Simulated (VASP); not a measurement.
# ZnCd5S6 (P3m1) in VASP: relaxation of cell and atoms with PBE

Aim: the relaxation of cell and atoms of ZnCd5S6 with PBE.

All numbers are computed with VASP 6.6.1; they aren't measurements. Logs are shortened: lines on timing, memory, paths and dates and some standing lists are left out, and cuts for length are marked.

**1. The cell of the first run**

It takes space group P3m1 (No. 156, trigonal). Conventional cell: a = 4.022 Å, b = 4.022 Å, c = 19.727 Å, α = 90.00°, β = 90.00°, γ = 120.00°. Zn (site symmetry 3m) has 4 S at 2.46 Å within 3.3 Å. Within 3.3 Å of Cd (site symmetry 3m) lie 4 S at 2.46 Å. Cd (site symmetry 3m) has 4 S at 2.46 Å within 3.3 Å. Cd (site symmetry 3m) has 4 S at 2.46 Å within 3.3 Å. Cd (site symmetry 3m) has 4 S at 2.46 to 2.47 Å within 3.3 Å. Cd (site symmetry 3m) has 4 S at 2.46 to 2.47 Å within 3.3 Å. S (site symmetry 3m) has 4 Cd at 2.46 Å within 3.3 Å. S (site symmetry 3m) has 1 Zn at 2.46 Å and 3 Cd at 2.46 Å within 3.3 Å.

**2. Relaxation of cell and atoms, PBE**

INCAR reads:

```
  PREC = Accurate
  ENCUT = 630
  EDIFF = 1E-7
  ISMEAR = 0
  SIGMA = 0.1
  LREAL = F
  LASPH = T
  NELM = 120
  ALGO = Normal
  ISIF = 3
  LWAVE = F
  LCHARG = F
  GGA = PE
  IBRION = 2
  NSW = 90
  EDIFFG = -0.04
  GGA_COMPAT = F
  NELMIN = 4
```

KPOINTS reads:

```
Automatic mesh
0
Gamma
  6 6 1
```

POSCAR reads:

```
ZnCd5S6
1.0
    4.0216074400      0.0000000000      0.0000000000
   -2.0108037200      3.4828142000      0.0000000000
    0.0000000000      0.0000000000     19.7267133600
Zn Cd S
1 5 6
Direct
    0.6666666700      0.3333333300      0.3332648300
    0.3333333300      0.6666666700      0.8332648300
    0.6666666700      0.3333333300      0.6668637400
    0.3333333300      0.6666666700      0.1668637400
    0.0000000000      0.0000000000      0.4999412000
    0.0000000000      0.0000000000      0.9999412000
    0.3333333300      0.6666666700      0.9581155800
    0.6666666700      0.3333333300      0.4581155800
    0.6666666700      0.3333333300      0.7917082300
    0.3333333300      0.6666666700      0.2917082300
    0.0000000000      0.0000000000      0.6251074100
    0.0000000000      0.0000000000      0.1251074100
```

Potentials or basis: VASP PAW PBE potentials, release 64 (Zn, Cd_sv_GW, S).

Command:

```sh
> cat potpaw_PBE.64/Zn/POTCAR potpaw_PBE.64/Cd_sv_GW/POTCAR potpaw_PBE.64/S/POTCAR > POTCAR
> mpirun -np 1 vasp_std > vasp.out
```

OUTCAR:

```text
PREC = Accurate
   ENCUT = 630
   EDIFF = 1E-7
   ISMEAR = 0
   LREAL = F
   LASPH = T
   NELM = 120
   ISIF = 3
   GGA = PE
   IBRION = 2
   NSW = 90
   EDIFFG = -0.04
   NELMIN = 4

 ion  position               nearest neighbor table
   1  0.667  0.333  0.333-  10 2.46  10 2.46  10 2.46   8 2.46
   2  0.333  0.667  0.833-   9 2.46   9 2.46   9 2.46   7 2.46
   3  0.667  0.333  0.667-   9 2.46  11 2.46  11 2.46  11 2.46
   4  0.333  0.667  0.167-  10 2.46  12 2.46  12 2.46  12 2.46
   5  0.000  0.000  0.500-   8 2.46   8 2.46   8 2.46  11 2.47
   6  0.000  0.000  1.000-   7 2.46   7 2.46   7 2.46  12 2.47
   7  0.333  0.667  0.958-   2 2.46   6 2.46   6 2.46   6 2.46
   8  0.667  0.333  0.458-   1 2.46   5 2.46   5 2.46   5 2.46
   9  0.667  0.333  0.792-   2 2.46   2 2.46   2 2.46   3 2.46
  10  0.333  0.667  0.292-   1 2.46   1 2.46   1 2.46   4 2.46
  11  0.000  0.000  0.625-   3 2.46   3 2.46   3 2.46   5 2.47
  12  0.000  0.000  0.125-   4 2.46   4 2.46   4 2.46   6 2.47

  LATTYP: Found a hexagonal cell.
 ALAT       =     4.0216074400
 C/A-ratio  =     4.9051812377

  Lattice vectors:

 A1 = (   4.0216074400,   0.0000000000,   0.0000000000)
 A2 = (  -2.0108037200,   3.4828142000,   0.0000000000)
 A3 = (   0.0000000000,   0.0000000000,  19.7267133600)

Analysis of symmetry for initial positions (statically):
=====================================================================
 Subroutine PRICEL returns:
 Original cell was already a primitive cell.

 Routine SETGRP: Setting up the symmetry group for a
 hexagonal supercell.

 Subroutine GETGRP returns: Found  6 space group operations
 (whereof  6 operations were pure point group operations)
 out of a pool of 24 trial point group operations.

The static configuration has the point symmetry C_3v.

Analysis of symmetry for dynamics (positions and initial velocities):
=====================================================================
 Subroutine PRICEL returns:
 Original cell was already a primitive cell.

 Routine SETGRP: Setting up the symmetry group for a
 hexagonal supercell.

 Subroutine GETGRP returns: Found  6 space group operations
 (whereof  6 operations were pure point group operations)
 out of a pool of 24 trial point group operations.

The dynamic configuration has the point symmetry C_3v.

 Subroutine INISYM returns: Found  6 space group operations
 (whereof  6 operations are pure point group operations),
 and found     1 'primitive' translations

[... 117 lines left out ...]
  volume/ion in A,a.u.               =      23.03       155.38
  Fermi-wavevector in a.u.,A,eV,Ry     =   1.329537  2.512461 24.050600  1.767669
  Thomas-Fermi vector in A             =   2.458692
   LORBIT       =      0    0 simple, 1 ext, 2 COOP (PROOUT), +10 PAW based schemes
   GGA     = PE    functional components
   LHFCALC =     F    Hartree Fock is set to
   AEXX    =    0.0000 exact exchange contribution
   IVDW    =     0    specifies the selected vdW correction
   LEPSILON=     F    determine dielectric tensor
   LRPA    =     F    only Hartree local field effects (RPA)
 conjugate gradient relaxation of ions
 non-spin polarized calculation
 Gauss-broadening in eV      SIGMA  =   0.10
  energy-cutoff  :      630.00
  volume of cell :      276.30
 maximum number of plane-waves:      9982
 NGX is ok and might be reduce to    36
   NGX = 17   NGY = 17   NGZ = 81

--------------------------------------- Ionic step        1  -------------------------------------------

 number of electron     147.9999990 magnetization

 Free energy of the ion-electron system (eV)
  ---------------------------------------------------
  ext. energy  EPLUGINS =         0.00000000
  ---------------------------------------------------
  free energy    TOTEN  =       -37.11073099 eV

  energy without entropy =      -37.11073099  energy(sigma->0) =      -37.11073099

------------------------ aborting loop because EDIFF is reached ----------------------------------------

  FORCE on cell =-STRESS in cart. coord.  units (eV):
  Direction    XX          YY          ZZ          XY          YZ          ZX
  --------------------------------------------------------------------------------------
  -------------------------------------------------------------------------------------
  Total       10.3100821     10.3100820     10.0801544     -0.0000000      0.0000000      0.0000000
  in kB       59.7844156     59.7844154     58.4511489     -0.0000000      0.0000000      0.0000000
  external PRESSURE =      59.3399933 kB  Pullay stress =       0.0000000 kB
[... 119 lines left out ...]
  FREE ENERGIE OF THE ION-ELECTRON SYSTEM (eV)
  ---------------------------------------------------
  free  energy   TOTEN  =       -37.5965642856 eV

  energy  without entropy=      -37.5965642856  energy(sigma->0) =      -37.59656429

[... ionic steps 4 to 12 ...]

--------------------------------------- Ionic step       13  -------------------------------------------

 number of electron     148.0000019 magnetization

------------------------ aborting loop because EDIFF is reached ----------------------------------------
[... 87 lines left out ...]
--------------------------------------- Ionic step       15  -------------------------------------------

 number of electron     148.0000014 magnetization

 Free energy of the ion-electron system (eV)
  ---------------------------------------------------
  ext. energy  EPLUGINS =         0.00000000
  ---------------------------------------------------
  free energy    TOTEN  =       -37.72127757 eV

  energy without entropy =      -37.72127757  energy(sigma->0) =      -37.72127757

 E-fermi :   2.9923     XC(G=0):  -9.1358

 val. band max:        2.4224458820   @ k =   0.0000   0.0000   0.0000
 cond. band min:       3.5365553665   @ k =   0.0000   0.0000   0.0000
 fundamental gap:      1.1141094846
 Fermi energy:         2.9923043639

 k-point     1 :       0.0000    0.0000    0.0000
  band No.  band energies     occupation
      1     -98.9103      2.00000
      2     -98.8775      2.00000
      3     -98.8734      2.00000
      4     -98.8630      2.00000
      5     -98.8549      2.00000
      6     -59.9741      2.00000
[... 612 lines left out ...]
     85       8.4402      0.00000
     86       8.6809      0.00000
 [bands above 86 left out]

------------------------ aborting loop because EDIFF is reached ----------------------------------------

  FORCE on cell =-STRESS in cart. coord.  units (eV):
  Direction    XX          YY          ZZ          XY          YZ          ZX
  --------------------------------------------------------------------------------------
  -------------------------------------------------------------------------------------
  Total        0.0204602      0.0204602      0.0203338      0.0000000      0.0000000      0.0000000
  in kB        0.1097532      0.1097532      0.1090750      0.0000000      0.0000000      0.0000000
  external PRESSURE =       0.1095271 kB  Pullay stress =       0.0000000 kB
[... 27 lines left out ...]
  FREE ENERGIE OF THE ION-ELECTRON SYSTEM (eV)
  ---------------------------------------------------
  free  energy   TOTEN  =       -37.7212775681 eV

  energy  without entropy=      -37.7212775681  energy(sigma->0) =      -37.72127757

 reached required accuracy - stopping structural energy minimisation
```

CONTCAR:

```text
ZnCd5S6
   1.00000000000000
     4.1217606817376700   -0.0000000000000000    0.0000000000000000
    -2.0608803408688350    3.5695494510995553   -0.0000000000000000
    -0.0000000000000000    0.0000000000000000   20.3005051212141368
  Zn              Cd              S
     1     5     6
Direct
     0.6666666699999979    0.3333333300000021    0.3334206860835917
     0.3333333300000021    0.6666666699999979    0.8337158628211631
     0.6666666699999979    0.3333333300000021    0.6635541050716642
     0.3333333300000021    0.6666666699999979    0.1747640036990641
     0.0000000000000000    0.0000000000000000    0.4929179999584796
     1.0000000000000000    0.0000000000000000    0.0043039300977262
     0.3333333300000021    0.6666666699999979    0.9593696670474871
     0.6666666699999979    0.3333333300000021    0.4490346859165488
     0.6666666699999979    0.3333333300000021    0.7892595756923722
     0.3333333300000021    0.6666666699999979    0.3008910139020639
     0.0000000000000000    0.0000000000000000    0.6187324752919396
     0.0000000000000000    0.0000000000000000    0.1300379744178789

  0.00000000E+00  0.00000000E+00  0.00000000E+00
  0.00000000E+00  0.00000000E+00  0.00000000E+00
  0.00000000E+00  0.00000000E+00  0.00000000E+00
  0.00000000E+00  0.00000000E+00  0.00000000E+00
  0.00000000E+00  0.00000000E+00  0.00000000E+00
  0.00000000E+00  0.00000000E+00  0.00000000E+00
  0.00000000E+00  0.00000000E+00  0.00000000E+00
  0.00000000E+00  0.00000000E+00  0.00000000E+00
  0.00000000E+00  0.00000000E+00  0.00000000E+00
  0.00000000E+00  0.00000000E+00  0.00000000E+00
  0.00000000E+00  0.00000000E+00  0.00000000E+00
  0.00000000E+00  0.00000000E+00  0.00000000E+00
```

It took 55 min on 1 thread of Intel Xeon 6975P-C (Granite Rapids), shared host; peak memory 0.69 GiB.

Results:

- Free energy: -37.7213 eV
- Relaxed volume: 24.89 Å³/atom
- Relaxed cell: a = 4.122 Å, b = 4.122 Å, c = 20.301 Å, α = 90.00°, β = 90.00°, γ = 120.00°
- Space group after relaxing (to 0.1 Å): P3m1 (No. 156)
- Energy gained by relaxing: 50.9 meV/atom
- Ionic steps: 15
- Pressure after relaxing: 0.0 GPa
- Largest force after relaxing: 0.027 eV/Å
- Band gap on the k mesh: 1.11 eV

Forces in eV/Å, atoms in the order of the input:
```
Zn   0.000  0.000 -0.018
Cd   0.000  0.000  0.003
Cd   0.000  0.000 -0.020
Cd   0.000  0.000 -0.008
Cd   0.000  0.000  0.019
Cd   0.000  0.000 -0.015
S    0.000  0.000  0.027
S    0.000  0.000  0.004
S    0.000  0.000 -0.014
S    0.000  0.000  0.005
S    0.000  0.000  0.017
S    0.000  0.000  0.000
```

The path:
| step | energy change (eV) | largest force (eV/Å) | pressure (GPa) | volume (Å³) |
| --- | --- | --- | --- | --- |
| 1 | 0.0000 | 1.2247 | 5.93 | 276.30 |
| 2 | -0.4224 | 0.4656 | -2.15 | 311.83 |
| 3 | -0.4858 | 0.6444 | -0.31 | 301.59 |
| 4 | -0.5210 | 0.4331 | -0.19 | 300.66 |
| 5 | -0.5527 | 0.3870 | 0.20 | 298.33 |
| 6 | -0.5536 | 0.3671 | 0.14 | 298.68 |
| 7 | -0.5710 | 0.2549 | -0.05 | 299.44 |
| 8 | -0.5847 | 0.2352 | -0.39 | 300.93 |
| 9 | -0.5951 | 0.1586 | 0.13 | 298.16 |
| 10 | -0.5953 | 0.1580 | 0.23 | 297.65 |
| 11 | -0.6022 | 0.1222 | 0.08 | 298.36 |
| 12 | -0.6053 | 0.1497 | -0.13 | 299.39 |
| 13 | -0.6095 | 0.0878 | -0.01 | 298.76 |
| 14 | -0.6095 | 0.0816 | 0.01 | 298.70 |
| 15 | -0.6105 | 0.0267 | 0.01 | 298.68 |

Final structure:
```xyz
12
Lattice="4.1218 0.0000 0.0000 -2.0609 3.5695 0.0000 0.0000 0.0000 20.3005" Properties=species:S:1:pos:R:3 pbc="T T T"
Zn    2.0609    1.1899    6.7686
Cd    0.0000    2.3797   16.9249
Cd    2.0609    1.1899   13.4705
Cd    0.0000    2.3797    3.5478
Cd    0.0000    0.0000   10.0065
Cd    4.1218    0.0000    0.0874
S     0.0000    2.3797   19.4757
S     2.0609    1.1899    9.1156
S     2.0609    1.1899   16.0224
S     0.0000    2.3797    6.1082
S     0.0000    0.0000   12.5606
S     0.0000    0.0000    2.6398
```
